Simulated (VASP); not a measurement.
# I (I4_1/amd) in VASP: single point with PBE

Aim: the single point of I with PBE.

Program: VASP 6.6.1. These are calculated values, not measurements. Logs are shortened: lines on timing, memory, paths and dates and some standing lists are left out, and cuts for length are marked.

## 1. The cell of the first run

Symmetry: I4_1/amd, No. 141, tetragonal system. The conventional cell has a = 5.099 Å, b = 5.099 Å, c = 2.681 Å, α = 90.00°, β = 90.00°, γ = 90.00°. Within 3.5 Å of I (site symmetry -4m2) lie 10 I at 2.64 to 3.25 Å.

## 2. Single point, PBE (17.43 Å³/atom)

POSCAR

```
I
1.0
   -2.5494348670      2.5494348670      1.3407417896
    2.5494348670     -2.5494348670      1.3407417896
    2.5494348670      2.5494348670     -1.3407417896
I
2
Direct
   -0.3750000000     -0.1250000000     -0.2500000000
    0.3750000000      0.1250000000      0.2500000000
```

INCAR.step1

```
SYSTEM = I
PREC = Accurate
ENCUT = 520
EDIFF = 1E-6
ISMEAR = -1
SIGMA = 0.1
LREAL = .False.
LASPH = .True.
NELM = 100
ALGO = Normal
ISIF = 2
LWAVE = .False.
LCHARG = .True.
GGA = PE
NBANDS = 14
```

KPOINTS.step1

```
Automatic mesh
0
Gamma
  12 12 12
  0 0 0
```

INCAR.step2

```
SYSTEM = I
PREC = Accurate
ENCUT = 520
EDIFF = 1E-6
ISMEAR = -5
SIGMA = 0.1
LREAL = .False.
LASPH = .True.
NELM = 100
ALGO = Normal
ISIF = 2
LWAVE = .False.
LCHARG = .False.
GGA = PE
LORBIT = 11
NBANDS = 14
NEDOS = 2001
ICHARG = 11
```

KPOINTS.step2

```
Automatic mesh
0
Gamma
  18 18 18
  0 0 0
```

Potentials or basis: VASP PAW PBE potentials, release 64 (I).

On the command line:

```console
cat potpaw_PBE.64/I/POTCAR > POTCAR
cp INCAR.step1 INCAR
cp KPOINTS.step1 KPOINTS
mpirun -np 1 vasp_std > vasp.out
cp INCAR.step2 INCAR
cp KPOINTS.step2 KPOINTS
mpirun -np 1 vasp_std > vasp.out
```

OUTCAR:

```text
SYSTEM = I
   PREC = Accurate
   ENCUT = 520
   EDIFF = 1E-6
   ISMEAR = -5
   LREAL = .False.
   LASPH = .True.
   NELM = 100
   ISIF = 2
   GGA = PE
   LORBIT = 11
   ICHARG = 11

 ion  position               nearest neighbor table
   1  0.625  0.875  0.750-   2 2.64   2 2.64   2 2.64   2 2.64   2 3.25   2 3.25   2 3.25   2 3.25

   2  0.375  0.125  0.250-   1 2.64   1 2.64   1 2.64   1 2.64   1 3.25   1 3.25   1 3.25   1 3.25

  LATTYP: Found a body centered tetragonal cell.
 ALAT       =     5.0988697340
 C/A-ratio  =     0.5258976438

  Lattice vectors:

 A1 = (  -2.5494348670,   2.5494348670,   1.3407417896)
 A2 = (   2.5494348670,  -2.5494348670,   1.3407417896)
 A3 = (   2.5494348670,   2.5494348670,  -1.3407417896)

Analysis of symmetry for initial positions (statically):
=====================================================================
 Subroutine PRICEL returns:
 Original cell was already a primitive cell.

 Routine SETGRP: Setting up the symmetry group for a
 body centered tetragonal supercell.

 Subroutine GETGRP returns: Found 16 space group operations
 (whereof  4 operations were pure point group operations)
 out of a pool of 16 trial point group operations.

The static configuration has the point symmetry C_2h.
 The point group associated with its full space group is D_4h.

Analysis of symmetry for dynamics (positions and initial velocities):
=====================================================================
 Subroutine PRICEL returns:
 Original cell was already a primitive cell.

 Routine SETGRP: Setting up the symmetry group for a
 body centered tetragonal supercell.

 Subroutine GETGRP returns: Found 16 space group operations
 (whereof  4 operations were pure point group operations)
 out of a pool of 16 trial point group operations.

The dynamic configuration has the point symmetry C_2h.
 The point group associated with its full space group is D_4h.

 Subroutine INISYM returns: Found 16 space group operations
 (whereof  4 operations are pure point group operations),
 and found     1 'primitive' translations

----------------------------------------------------------------------------------------

                                     Primitive cell

  volume of cell :      34.8572

  direct lattice vectors                    reciprocal lattice vectors
    -2.549434867  2.549434867  1.340741790     0.000000000  0.196121896  0.372927885
     2.549434867 -2.549434867  1.340741790     0.196121896  0.000000000  0.372927885
     2.549434867  2.549434867 -1.340741790     0.196121896  0.196121896  0.000000000

  length of vectors
     3.846664117  3.846664117  3.846664117     0.421353777  0.421353777  0.277358245

  position of ions in fractional coordinates (direct lattice)
     0.625000000  0.875000000  0.750000000
     0.375000000  0.125000000  0.250000000

  ion indices of the primitive-cell ions
   primitive index   ion index
                 1           1
                 2           2

----------------------------------------------------------------------------------------

 KPOINTS: Automatic mesh

Automatic generation of k-mesh.
 Grid dimensions read from file:
 generate k-points for:   18   18   18

 Generating k-lattice:

  Cartesian coordinates                     Fractional coordinates (reciprocal lattice)
     0.000000000  0.010895661  0.020718216     0.055555556  0.000000000 -0.000000000
     0.010895661  0.000000000  0.020718216     0.000000000  0.055555556 -0.000000000
     0.010895661  0.010895661  0.000000000     0.000000000  0.000000000  0.055555556

  Length of vectors
     0.023408543  0.023408543  0.015408791

  Shift w.r.t. Gamma in fractional coordinates (k-lattice)
     0.000000000  0.000000000  0.000000000

 TETIRR: Found  14167 inequivalent tetrahedra from    34992

 Subroutine IBZKPT returns following result:
 ===========================================

 Found    480 irreducible k-points:

 Following reciprocal coordinates:
            Coordinates               Weight
  0.000000  0.000000  0.000000      1.000000
  0.055556  0.000000 -0.000000      8.000000
  0.111111  0.000000 -0.000000      8.000000
  0.166667 -0.000000  0.000000      8.000000
  0.222222  0.000000 -0.000000      8.000000
  0.277778 -0.000000  0.000000      8.000000
[... 16 lines left out ...]
 -0.277778  0.055556 -0.000000     16.000000
 -0.222222  0.055556  0.000000     16.000000
 [... further k-points ...]
   k-points           NKPTS =    480   k-points in BZ     NKDIM =    480   number of bands    NBANDS=     14
   number of dos      NEDOS =   2001   number of ions     NIONS =      2
   total plane-waves  NPLWV =  27000
   dimension x,y,z NGX =    30 NGY =   30 NGZ =   30
   dimension x,y,z NGXF=    60 NGYF=   60 NGZF=   60
   ions per type =               2
   NGX,Y,Z   is equivalent  to a cutoff of  12.97, 12.97, 12.97 a.u.
   NGXF,Y,Z  is equivalent  to a cutoff of  25.93, 25.93, 25.93 a.u.
 SYSTEM =  I
   PREC   = accura    normal or accurate (medium, high low for compatibility)
   ISTART =      0    job   : 0-new  1-cont  2-samecut
   ICHARG =     11    charge: 1-file 2-atom 10-const
   ISPIN  =      1    spin polarized calculation?
   LNONCOLLINEAR =      F non collinear calculations
   LSORBIT =      F    spin-orbit coupling
   LASPH  =      T    aspherical Exc in radial PAW
   ENCUT  =  520.0 eV  38.22 Ry    6.18 a.u.   7.15  7.15  7.15*2*pi/ulx,y,z
   NELM   =    100;   NELMIN=  2; NELMDL=  0     # of ELM steps
   EDIFF  = 0.1E-05   stopping-criterion for ELM
   LREAL  =      F    real-space projection
   EDIFFG = 0.1E-04   stopping-criterion for IOM
   NSW    =      0    number of steps for IOM
   IBRION =     -1    ionic relax: 0-MD 1-quasi-New 2-CG
   NFREE  =      0    steps in history (QN), initial steepest desc. (CG)
   ISIF   =      2    stress and relaxation
   ISYM   =      2    0-nonsym 1-usesym 2-fastsym
   POTIM  = 0.5000    time-step for ionic-motion
   TEBEG  =    0.0;   TEEND  =   0.0 temperature during run
   PSTRESS=    0.0 pullay stress
   NELECT =      14.0000    total number of electrons
   NUPDOWN=      -1.0000    fix difference up-down
   EMIN   =  10.00;   EMAX   =-10.00  energy-range for DOS
   EFERMI =   0.00;   METHOD = LEGACY
   ISMEAR =    -5;   SIGMA  =   0.10  broadening in eV -4-tet -1-fermi 0-gaus
   EFERMI_NEDOS =   21; number of points for ismear=-14 and -15
   IALGO  =     38    algorithm
   IMIX   =      4    mixing-type and parameters
     AMIX     =   0.40;   BMIX     =  1.00
     AMIX_MAG =   1.60;   BMIX_MAG =  1.00
  volume/ion in A,a.u.               =      17.43       117.61
  Fermi-wavevector in a.u.,A,eV,Ry     =   1.207869  2.282542 19.850187  1.458948
  Thomas-Fermi vector in A             =   2.343494
   LORBIT       =     11    0 simple, 1 ext, 2 COOP (PROOUT), +10 PAW based schemes
   GGA     = PE    functional components
   LHFCALC =     F    Hartree Fock is set to
   AEXX    =    0.0000 exact exchange contribution
   IVDW    =     0    specifies the selected vdW correction
   LEPSILON=     F    determine dielectric tensor
   LRPA    =     F    only Hartree local field effects (RPA)
 non-spin polarized calculation
 Fermi weights with tetrahedron method with Bloechl corrections
  energy-cutoff  :      520.00
  volume of cell :       34.86
 maximum number of plane-waves:       954
 NGX is ok and might be reduce to    30

 number of electron      14.0000002 magnetization

 Free energy of the ion-electron system (eV)
  ---------------------------------------------------
  ext. energy  EPLUGINS =         0.00000000
  ---------------------------------------------------
  free energy    TOTEN  =         6.15092060 eV

  energy without entropy =        6.15092060  energy(sigma->0) =        6.15092060

 E-fermi :  17.2503     XC(G=0): -12.4362

 val. band max:       17.5400199860   @ k =  -0.3889   0.3889   0.3333
 cond. band min:      17.2463951865   @ k =  -0.2222   0.2778   0.2222
 fundamental gap:     -0.2936247995
 Fermi energy:        17.2502995388

 k-point     1 :       0.0000    0.0000    0.0000
  band No.  band energies     occupation
      1      -4.3814      2.00000
      2       4.4015      2.00000
      3       7.7762      2.00000
      4       7.7762      2.00000
      5      15.5427      2.00000
      6      18.0678     -0.12540
      7      18.0678      0.00000
      8      19.5519      0.00000
      9      19.9025      0.00000
     10      23.0076      0.00000
     11      24.0573      0.00000
     12      25.8138      0.00000
     13      26.7734      0.00000
     14      26.7781      0.00000

 k-point     2 :       0.0556    0.0000   -0.0000
  band No.  band energies     occupation
      1      -4.2981      2.00000
      2       4.3436      2.00000
      3       7.7950      2.00000
      4       7.9915      2.00000
      5      15.6692      2.00000
      6      17.7585     -0.00625
      7      18.0978      0.00000
      8      18.9775      0.00000
      9      19.1133      0.00000
     10      23.0026      0.00000
     11      24.4845      0.00000
     12      25.0037      0.00000
     13      25.1381      0.00000
     14      26.6351      0.00000
[... 343 lines left out ...]
      1      -2.8838      2.00000
      2       3.5825      2.00000
      3       7.9934      2.00000
      4      11.0626      2.00000
      5      12.6490      2.00000
      6      14.0923      2.00000
      7      15.6208      2.00000
      8      17.4204      0.52357
      9      18.4122      0.00000
     10      21.5534      0.00000
     11      21.9664      0.00000
     12      25.1095      0.00000
     13      29.0124      0.00000
     14      30.8997      0.00000

 k-point    24 :      -0.2222    0.0556    0.0000
  band No.  band energies     occupation
      1      -3.4942      2.00000
      2       3.5998      2.00000
      3       7.8591      2.00000
      4      10.0825      2.00000
      5      14.5079      2.00000
      6      15.6142      2.00000
      7      16.4888      2.05565
      8      17.0997      1.26557
      9      18.1386      0.00000
     10      22.2589      0.00000
     11      22.6026      0.00000
     12      24.6637      0.00000
     13      27.5744      0.00000
     14      29.8372      0.00000

 [... further k-points ...]

------------------------ aborting loop because EDIFF is reached ----------------------------------------

  FORCE on cell =-STRESS in cart. coord.  units (eV):
  Direction    XX          YY          ZZ          XY          YZ          ZX
  --------------------------------------------------------------------------------------
  -------------------------------------------------------------------------------------
  Total       27.1517583     27.1517583     27.3205723     -0.0000000     -0.0000000      0.0000000
  in kB     1248.0028067   1248.0028067   1255.7621689     -0.0000000     -0.0000000      0.0000000
  external PRESSURE =    1250.5892608 kB  Pullay stress =       0.0000000 kB

 VOLUME and BASIS-vectors are now :
 -----------------------------------------------------------------------------
  energy-cutoff  :      520.00
  volume of cell :       34.86
      direct lattice vectors                 reciprocal lattice vectors
    -2.549434867  2.549434867  1.340741790     0.000000000  0.196121896  0.372927885
     2.549434867 -2.549434867  1.340741790     0.196121896  0.000000000  0.372927885
     2.549434867  2.549434867 -1.340741790     0.196121896  0.196121896  0.000000000

 POSITION                                       TOTAL-FORCE (eV/Angst)
 -----------------------------------------------------------------------------------
      2.54943      1.27472      1.00556        -0.000000      0.000000     -0.000000
      0.00000      1.27472      0.33519         0.000000     -0.000000      0.000000
 -----------------------------------------------------------------------------------
    total drift:                                0.000000     -0.000000      0.000000

  FREE ENERGIE OF THE ION-ELECTRON SYSTEM (eV)
  ---------------------------------------------------
  free  energy   TOTEN  =         6.1509205964 eV

  energy  without entropy=        6.1509205964  energy(sigma->0) =        6.15092060

 total charge

# of ion       s       p       d       tot
------------------------------------------
    1        1.610   2.720   0.316   4.646
    2        1.610   2.720   0.316   4.646
--------------------------------------------------
tot          3.221   5.440   0.632   9.293
```

Run time: 4.4 min. Hardware: 1 thread of Intel Xeon Platinum 8259CL at 2.50GHz (Skylake/Cascade Lake), shared host; peak memory 0.33 GiB.

Results:

| Property | Result |
| --- | --- |
| Valence electrons inside the program's atomic spheres | I 4.65 |

Levels at points of the mesh, in eV from the Fermi level:
```csv
k point,band 5,band 6,band 7,band 8,band 9,band 10
"(0.00, 0.00, 0.00)",-1.71,0.82,0.82,2.30,2.65,5.76
"(0.50, 0.00, 0.00)",-8.07,-3.16,-2.94,-1.04,3.08,5.82
"(0.50, 0.50, 0.00)",-4.89,-4.89,1.80,1.80,6.52,6.52
"(0.50, 0.50, 0.50)",0.69,0.69,4.36,4.36,9.63,9.63
```

Caveat: spin-orbit coupling is left out, which moves the levels of the heavy elements.
